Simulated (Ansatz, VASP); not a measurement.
**Y: VASP beside Ansatz**

File INCAR:

```
SYSTEM = Y
PREC = Accurate
ENCUT = 520
EDIFF = 1E-8
ISMEAR = -1
SIGMA = 0.05
LREAL = .FALSE.
LASPH = .TRUE.
NELM = 100
ALGO = Normal
ISIF = 2
LWAVE = .FALSE.
LCHARG = .FALSE.
GGA = PE
LEFG = .TRUE.
NBANDS = 12
```

File KPOINTS:

```
regular mesh
0
G
  13 13 13
  0 0 0
```

The input POSCAR:

```
Y
1.0
    0.0000000000      2.4850000000      2.4850000000
    2.4850000000      0.0000000000      2.4850000000
    2.4850000000      2.4850000000      0.0000000000
Y
1
Direct
    0.0000000000      0.0000000000      0.0000000000
```

Input for Ansatz:

```yaml
crystal:
  lattice:
    - [0.0, 2.485, 2.485]
    - [2.485, 0.0, 2.485]
    - [2.485, 2.485, 0.0]
  atoms:
    - { symbol: "Y", position: [0.0, 0.0, 0.0] }
kpoints:
  mp_grid: { grid: [13, 13, 13] }
  band_path:
    path:
      - [0.0, 0.0, 0.0]
      - [0.5, 0.0, 0.5]
      - [0.625, 0.25, 0.625]
      - [0.375, 0.375, 0.75]
      - [0.0, 0.0, 0.0]
      - [0.5, 0.5, 0.5]
      - [0.5, 0.25, 0.75]
      - [0.5, 0.0, 0.5]
    npoints: 8
scf:
  occupations: { method: fermi_dirac, width: 0.05 }
hamiltonian:
  xc: pbe
  pseudopotentials: { kind: paw }
output:
  forces: true
  stress: true
  eigenvalues: true
  efg: { contact_densities: true }
  populations: true
  bader: true
  dos: { projected: true, de: 0.2, e_range: [-14, 8] }
```

Alike in both runs: task electric field gradients; functional PBE; k mesh 13 × 13 × 13; occupations fermi-dirac, width 0.05 eV; no spin polarisation.

```csv
,VASP,Ansatz
version,VASP 6.6.1,Ansatz 0.2.0
potentials or method,"VASP PAW PBE potentials, release 64 (Y_sv)","PAW with Ansatz's default frozen-core files, scalar-relativistic"
plane-wave cutoff (eV),520,420
valence electrons in the cell,11,11
```

|  | VASP | Ansatz | Ansatz less VASP |
| --- | --- | --- | --- |
| pressure (GPa) | 2.3 | 2.4 | +0.14 |
